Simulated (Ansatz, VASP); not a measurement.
**MgSi2C2: VASP beside Ansatz**

```xyz
5
Lattice="-1.7505 1.7505 7.5710 1.7505 -1.7505 7.5710 1.7505 1.7505 -7.5710" Properties=species:S:1:pos:R:3 pbc="T T T"
Mg    0.0000    0.0000    0.0000
Si    0.0000    1.7505    3.7855
Si    1.7505    0.0000    3.7855
C     0.0000    0.0000    4.5057
C     0.0000    0.0000   10.6362
```

Change from the starting cell: species swapped into the BaAg2As2 type (I4/mmm, No. 139).

Alike in both runs: functional PBE; k mesh 16 × 16 × 16; occupations gaussian, width 0.1 eV; no spin polarisation.

Ansatz relaxed the structure, and its values are those at the end. VASP's run is a single point on that final structure, the one shown.

|  | VASP | Ansatz |
| --- | --- | --- |
| version | VASP 6.6.1 | Ansatz 0.2.0 |
| potentials or method | VASP PAW PBE potentials, release 64 (Mg, Si, C), cutoff 520 eV | scalar-relativistic, plane waves, PAW |
| valence electrons in the cell | 18 | 26 |

```tsv
	VASP	Ansatz	Ansatz less VASP
gap on the k mesh at the Fermi level (eV)	none	none	-
pressure (GPa)	0.0	0.0	+0.03
```

A gap of «none» marks a metal or a gap that the smearing closes. With one functional, cell and mesh, what is left measures potentials, basis and numerics. VASP's potentials hold 18 valence electrons a cell and Ansatz's 26, so a difference there can come from the potentials and not from the codes.
